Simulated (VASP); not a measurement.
# Ba (P6/mmm) in VASP: notebook

The runs below take Ba through relaxation of cell and atoms, with PBEsol.

Program: VASP 6.6.1. These are calculated values, not measurements. Logs are shortened: lines on timing, memory, paths and dates and some standing lists are left out, and cuts for length are marked.

## (1) The cell of the first run

The structure is hexagonal, space group P6/mmm (No. 191). The conventional cell has a = 4.312 Å, b = 4.312 Å, c = 3.913 Å, α = 90.00°, β = 90.00°, γ = 120.00°. Within 5.1 Å of Ba (site symmetry 6/mmm) lie 8 Ba at 3.91 to 4.31 Å.

This isn't the form of Ba at room conditions, which is bcc.

## (2) Relaxation of cell and atoms, PBEsol, target pressure 2 GPa, at which the enthalpy is minimised

Contents of INCAR:

```
PREC = Accurate ; ENCUT = 600
EDIFF = 1E-7 ; ISMEAR = -1
SIGMA = 0.05 ; LREAL = False
LASPH = True ; NELM = 80
ALGO = Normal ; ISIF = 3
LWAVE = False ; LCHARG = False
GGA = PS ; IBRION = 2
NSW = 60 ; EDIFFG = -0.01
PSTRESS = 20.0
```

Contents of KPOINTS:

```
Automatic mesh
0
Gamma
  7 7 7
```

Contents of POSCAR:

```
Ba
1.0
    4.3116136979      0.0000000000      0.0000000000
   -2.1558068490      3.7339669937      0.0000000000
    0.0000000000      0.0000000000      3.9134133000
Ba
1
Direct
    0.0000000000      0.0000000000      0.0000000000
```

Potentials or basis: VASP PAW PBE potentials, release 64 (Ba_sv).

Run with:

```
$ cat potpaw_PBE.64/Ba_sv/POTCAR > POTCAR
$ mpirun -np 1 vasp_std > vasp.out
```

OUTCAR:

```text
PREC = Accurate
   ENCUT = 600
   EDIFF = 1E-7
   ISMEAR = -1
   LREAL = False
   LASPH = True
   NELM = 80
   ISIF = 3
   GGA = PS
   IBRION = 2
   NSW = 60
   EDIFFG = -0.01
   PSTRESS = 20.0

 ion  position               nearest neighbor table
   1  0.000  0.000  0.000-

  LATTYP: Found a hexagonal cell.
 ALAT       =     4.3116136979
 C/A-ratio  =     0.9076446950

  Lattice vectors:

 A1 = (   4.3116136979,   0.0000000000,   0.0000000000)
 A2 = (  -2.1558068490,   3.7339669937,   0.0000000000)
 A3 = (   0.0000000000,   0.0000000000,   3.9134133000)

Analysis of symmetry for initial positions (statically):
=====================================================================
 Subroutine PRICEL returns:
 Original cell was already a primitive cell.

 Routine SETGRP: Setting up the symmetry group for a
 hexagonal supercell.

 Subroutine GETGRP returns: Found 24 space group operations
 (whereof 24 operations were pure point group operations)
 out of a pool of 24 trial point group operations.

The static configuration has the point symmetry D_6h.

Analysis of symmetry for dynamics (positions and initial velocities):
=====================================================================
 Subroutine PRICEL returns:
 Original cell was already a primitive cell.

 Routine SETGRP: Setting up the symmetry group for a
 hexagonal supercell.

 Subroutine GETGRP returns: Found 24 space group operations
 (whereof 24 operations were pure point group operations)
 out of a pool of 24 trial point group operations.

The dynamic configuration has the point symmetry D_6h.

 Subroutine INISYM returns: Found 24 space group operations
 (whereof 24 operations are pure point group operations),
 and found     1 'primitive' translations

----------------------------------------------------------------------------------------

                                     Primitive cell

  volume of cell :      63.0037

  direct lattice vectors                    reciprocal lattice vectors
     4.311613698  0.000000000  0.000000000     0.231931724  0.133905844  0.000000000
    -2.155806849  3.733966994  0.000000000     0.000000000  0.267811687  0.000000000
     0.000000000  0.000000000  3.913413300     0.000000000  0.000000000  0.255531405

  length of vectors
     4.311613698  4.311613698  3.913413300     0.267811687  0.267811687  0.255531405

  position of ions in fractional coordinates (direct lattice)
     0.000000000  0.000000000  0.000000000

  ion indices of the primitive-cell ions
   primitive index   ion index
                 1           1

----------------------------------------------------------------------------------------

 KPOINTS: Automatic mesh

Automatic generation of k-mesh.
 Grid dimensions read from file:
 generate k-points for:    7    7    7

 Generating k-lattice:

  Cartesian coordinates                     Fractional coordinates (reciprocal lattice)
     0.033133103  0.019129406  0.000000000     0.142857143  0.000000000  0.000000000
     0.000000000  0.038258812  0.000000000     0.000000000  0.142857143  0.000000000
     0.000000000  0.000000000  0.036504486     0.000000000  0.000000000  0.142857143

  Length of vectors
     0.038258812  0.038258812  0.036504486

  Shift w.r.t. Gamma in fractional coordinates (k-lattice)
     0.000000000  0.000000000  0.000000000

 Subroutine IBZKPT returns following result:
 ===========================================

 Found     32 irreducible k-points:

 Following reciprocal coordinates:
            Coordinates               Weight
  0.000000  0.000000  0.000000      1.000000
  0.142857  0.000000  0.000000      6.000000
  0.285714 -0.000000  0.000000      6.000000
  0.428571  0.000000  0.000000      6.000000
  0.142857  0.142857  0.000000      6.000000
  0.285714  0.142857  0.000000     12.000000
[... 16 lines left out ...]
  0.428571  0.142857  0.285714     12.000000
  0.285714  0.285714  0.285714     12.000000
 [... further k-points ...]
   k-points           NKPTS =     32   k-points in BZ     NKDIM =     32   number of bands    NBANDS=      9
   number of dos      NEDOS =    301   number of ions     NIONS =      1
   total plane-waves  NPLWV =  41472
   dimension x,y,z NGX =    36 NGY =   36 NGZ =   32
   dimension x,y,z NGXF=    72 NGYF=   72 NGZF=   64
   ions per type =               1
   NGX,Y,Z   is equivalent  to a cutoff of  13.88, 13.88, 13.59 a.u.
   NGXF,Y,Z  is equivalent  to a cutoff of  27.76, 27.76, 27.19 a.u.
 SYSTEM =  unknown system
   PREC   = accura    normal or accurate (medium, high low for compatibility)
   ISTART =      0    job   : 0-new  1-cont  2-samecut
   ICHARG =      2    charge: 1-file 2-atom 10-const
   ISPIN  =      1    spin polarized calculation?
   LNONCOLLINEAR =      F non collinear calculations
   LSORBIT =      F    spin-orbit coupling
   LASPH  =      T    aspherical Exc in radial PAW
   ENCUT  =  600.0 eV  44.10 Ry    6.64 a.u.   8.61  8.61  7.82*2*pi/ulx,y,z
   NELM   =     80;   NELMIN=  2; NELMDL= -5     # of ELM steps
   EDIFF  = 0.1E-06   stopping-criterion for ELM
   LREAL  =      F    real-space projection
   EDIFFG = -.1E-01   stopping-criterion for IOM
   NSW    =     60    number of steps for IOM
   IBRION =      2    ionic relax: 0-MD 1-quasi-New 2-CG
   NFREE  =      1    steps in history (QN), initial steepest desc. (CG)
   ISIF   =      3    stress and relaxation
   ISYM   =      2    0-nonsym 1-usesym 2-fastsym
   POTIM  = 0.5000    time-step for ionic-motion
   TEBEG  =    0.0;   TEEND  =   0.0 temperature during run
   PSTRESS=   20.0 pullay stress
   NELECT =      10.0000    total number of electrons
   NUPDOWN=      -1.0000    fix difference up-down
   EMIN   =  10.00;   EMAX   =-10.00  energy-range for DOS
   EFERMI =   0.00;   METHOD = LEGACY
   ISMEAR =    -1;   SIGMA  =   0.05  broadening in eV -4-tet -1-fermi 0-gaus
   EFERMI_NEDOS =   21; number of points for ismear=-14 and -15
   IALGO  =     38    algorithm
   IMIX   =      4    mixing-type and parameters
     AMIX     =   0.40;   BMIX     =  1.00
     AMIX_MAG =   1.60;   BMIX_MAG =  1.00
  volume/ion in A,a.u.               =      63.00       425.17
  Fermi-wavevector in a.u.,A,eV,Ry     =   0.886379  1.675014 10.689660  0.785668
  Thomas-Fermi vector in A             =   2.007537
   LORBIT       =      0    0 simple, 1 ext, 2 COOP (PROOUT), +10 PAW based schemes
   GGA     = PS    functional components
   LHFCALC =     F    Hartree Fock is set to
   AEXX    =    0.0000 exact exchange contribution
   IVDW    =     0    specifies the selected vdW correction
   LEPSILON=     F    determine dielectric tensor
   LRPA    =     F    only Hartree local field effects (RPA)
 conjugate gradient relaxation of ions
 non-spin polarized calculation
  energy-cutoff  :      600.00
  volume of cell :       63.00
 maximum number of plane-waves:      2122
 NGX is ok and might be reduce to    36
   NGX = 17   NGY = 17   NGZ = 15

--------------------------------------- Ionic step        1  -------------------------------------------

 number of electron      10.0000000 magnetization

 Free energy of the ion-electron system (eV)
  ---------------------------------------------------
  ext. energy  EPLUGINS =         0.00000000
  ---------------------------------------------------
  free energy    TOTEN  =        -1.96481049 eV

  energy without entropy =       -1.95477614  energy(sigma->0) =       -1.95979332

------------------------ aborting loop because EDIFF is reached ----------------------------------------

  FORCE on cell =-STRESS in cart. coord.  units (eV):
  Direction    XX          YY          ZZ          XY          YZ          ZX
  --------------------------------------------------------------------------------------
  -------------------------------------------------------------------------------------
  Total       -0.3989699     -0.3989699     -0.1189350      0.0000000      0.0000000      0.0000000
  in kB      -10.1457621    -10.1457621     -3.0245040      0.0000000      0.0000000      0.0000000
  external PRESSURE =     -27.7720094 kB  Pullay stress =      20.0000000 kB
[... 281 lines left out ...]
  enthalpy is  TOTEN    =        -1.3412358963 eV   P V=        0.5998111132

--------------------------------------- Ionic step        9  -------------------------------------------

 number of electron      10.0000000 magnetization

 Free energy of the ion-electron system (eV)
  ---------------------------------------------------
  ext. energy  EPLUGINS =         0.00000000
  ---------------------------------------------------
  free energy    TOTEN  =        -1.93885721 eV

  energy without entropy =       -1.93216300  energy(sigma->0) =       -1.93551010

 E-fermi :   2.5447     XC(G=0):  -8.4500

 val. band max:        2.4687142098   @ k =   0.2857   0.2857   0.2857
 cond. band min:       2.5583774706   @ k =   0.4286   0.1429   0.2857
 fundamental gap:      0.0896632608
 Fermi energy:         2.5446807473

 k-point     1 :       0.0000    0.0000    0.0000
  band No.  band energies     occupation
      1     -26.2230      2.00000
      2     -10.8226      2.00000
      3     -10.8226      2.00000
      4     -10.7235      2.00000
      5      -0.1826      2.00000
      6       2.4382      1.78765
      7       4.5217      0.00000
      8       4.5217      0.00000
      9       8.8934      0.00000
[... 265 lines left out ...]
 k-point    24 :       0.2857    0.2857    0.2857
  band No.  band energies     occupation
      1     -25.9804      2.00000
      2     -11.6370      2.00000
      3     -11.4346      2.00000
      4     -11.3562      2.00000
      5       2.4687      1.64088
      6       3.0599      0.00007
      7       4.7425      0.00000
      8       5.1354      0.00000
      9       6.1812      0.00000

 [... further k-points ...]

------------------------ aborting loop because EDIFF is reached ----------------------------------------

  FORCE on cell =-STRESS in cart. coord.  units (eV):
  Direction    XX          YY          ZZ          XY          YZ          ZX
  --------------------------------------------------------------------------------------
  -------------------------------------------------------------------------------------
  Total        0.5926587      0.5926587      0.5902760     -0.0000000      0.0000000      0.0000000
  in kB       19.8356361     19.8356361     19.7558894     -0.0000000      0.0000000      0.0000000
  external PRESSURE =      -0.1909462 kB  Pullay stress =      20.0000000 kB
[... 16 lines left out ...]
  FREE ENERGIE OF THE ION-ELECTRON SYSTEM (eV)
  ---------------------------------------------------
  free  energy   TOTEN  =        -1.9388572057 eV

  energy  without entropy=       -1.9321630031  energy(sigma->0) =       -1.93551010

  enthalpy is  TOTEN    =        -1.3412875175 eV   P V=        0.5975696883

 reached required accuracy - stopping structural energy minimisation
```

Wall time 2.6 min (1 thread of AMD EPYC 7R43 (Zen 3), shared host); peak memory 0.17 GiB.

What came out:

- Free energy: -1.9389 eV
- Relaxed volume: 47.87 Å³/atom
- Relaxed cell: a = 3.909 Å, b = 3.909 Å, c = 3.617 Å, α = 90.00°, β = 90.00°, γ = 120.00°
- Space group after relaxing (to 0.1 Å): P6/mmm (No. 191)
- Energy change on relaxing (the run minimises the enthalpy): +26.0 meV/atom
- Ionic steps: 9
- Pressure after relaxing: 2.0 GPa
- Band gap on the k mesh: zero (bands 5 and 6 overlap by 0.80 eV)

Step by step:
| step | energy change (eV) | largest force (eV/Å) | pressure (GPa) | volume (Å³) |
| --- | --- | --- | --- | --- |
| 1 | 0.0000 | 0.0000 | -0.78 | 63.00 |
| 2 | -0.0155 | 0.0000 | 0.49 | 53.56 |
| 3 | 0.0167 | 0.0000 | 1.74 | 48.67 |
| 4 | 0.0266 | 0.0000 | 2.01 | 47.83 |
| 5 | 0.0232 | 0.0000 | 1.91 | 48.11 |
| 6 | 0.0236 | 0.0000 | 1.90 | 48.06 |
| 7 | 0.0238 | 0.0000 | 1.93 | 48.05 |
| 8 | 0.0238 | 0.0000 | 1.93 | 48.05 |
| 9 | 0.0260 | 0.0000 | 1.98 | 47.87 |

Final structure:
```yaml
crystal:
  lattice:
    - [3.90910, 0.00000, 0.00000]
    - [-1.95455, 3.38538, 0.00000]
    - [0.00000, 0.00000, 3.61731]
  atoms:
    - { symbol: Ba, position: [0.00000, 0.00000, 0.00000] }
```

Levels at points of the mesh, in eV from the Fermi level:
| k point | band 2 | band 3 | band 4 | band 5 | band 6 | band 7 | band 8 | band 9 |
| --- | --- | --- | --- | --- | --- | --- | --- | --- |
| (0.00, 0.00, 0.00) | -13.37 | -13.37 | -13.27 | -2.73 | -0.11 | 1.98 | 1.98 | 6.35 |

Caveat: the cell is relaxed towards a set pressure, so the run minimises the enthalpy, not the energy; the volume moved by over 15 % at a fixed basis, so the end points are rough; the PAW data sets were made with another functional, which shifts forces and pressure a little; spin-orbit coupling is left out, which moves the levels of the heavy elements.

## (3) Relaxation of cell and atoms, PBEsol, target pressure 5 GPa, at which the enthalpy is minimised

Contents of INCAR:

```
SYSTEM = Ba
ALGO = Fast
EDIFF = 1E-6
EDIFFG = -0.01
ENCUT = 600
GGA = PS
IBRION = 2
ISIF = 3
ISMEAR = -1
LASPH = .True.
LCHARG = .False.
LREAL = .False.
LWAVE = .False.
NELM = 100
NSW = 60
PREC = Accurate
PSTRESS = 50.0
SIGMA = 0.05
```

Contents of KPOINTS:

```
k-points
0
Gamma
  7 7 7
  0 0 0
```

POSCAR is that of step 2.

Potentials or basis: VASP PAW PBE potentials, release 64 (Ba_sv).

Run with:

```
$ cat potpaw_PBE.64/Ba_sv/POTCAR > POTCAR
$ mpirun -np 1 vasp_std > vasp.out
```

Wall time 5.4 min (1 thread of AMD EPYC 7R43 (Zen 3), shared host); peak memory 0.19 GiB.

It converged, with:

| Property | Result |
| --- | --- |
| Free energy | -1.7670 eV |
| Relaxed volume | 39.94 Å³/atom |
| Relaxed cell | a = 3.711 Å, b = 3.711 Å, c = 3.350 Å, α = 90.00°, β = 90.00°, γ = 120.00° |
| Space group after relaxing (to 0.1 Å) | P6/mmm (No. 191) |
| Energy change on relaxing (the run minimises the enthalpy) | +197.8 meV/atom |
| Ionic steps | 17 |
| Pressure after relaxing | 5.0 GPa |
| Band gap on the k mesh | zero (bands 5 and 6 overlap by 1.12 eV) |

The path:
```tsv
step	energy change (eV)	largest force (eV/Å)	pressure (GPa)	volume (Å³)
1	0.0000	0.0000	-0.78	63.00
2	0.0813	0.0000	3.27	44.46
3	0.1495	0.0000	4.48	41.64
4	0.1793	0.0000	4.90	40.62
5	0.1913	0.0000	5.24	40.24
6	0.1780	0.0000	4.76	40.61
7	0.1758	0.0000	4.71	40.68
8	0.1767	0.0000	4.73	40.65
9	0.1869	0.0000	5.03	40.30
10	0.1862	0.0000	4.81	40.32
11	0.1867	0.0000	4.81	40.31
12	0.1944	0.0000	5.05	40.05
13	0.1935	0.0000	4.93	40.09
14	0.1939	0.0000	4.93	40.07
15	0.1942	0.0000	4.93	40.06
16	0.1967	0.0000	4.97	39.98
17	0.1978	0.0000	4.97	39.94
```

Final structure:
```
CELL_PARAMETERS angstrom
3.71067 0.00000 0.00000
-1.85533 3.21353 0.00000
0.00000 0.00000 3.34978
ATOMIC_POSITIONS crystal
Ba 0.00000 0.00000 0.00000
```

Levels at points of the mesh, in eV from the Fermi level:
```tsv
k point	band 1	band 2	band 3	band 4	band 5	band 6	band 7	band 8	band 9
(0.00, 0.00, 0.00)	-28.72	-12.99	-12.99	-12.66	-2.58	-0.28	2.09	2.09	7.10
```

Caveat: the cell is relaxed towards a set pressure, so the run minimises the enthalpy, not the energy; the volume moved by over 15 % at a fixed basis, so the end points are rough; the PAW data sets were made with another functional, which shifts forces and pressure a little; spin-orbit coupling is left out, which moves the levels of the heavy elements.

(Continued in part 2 of 2.)
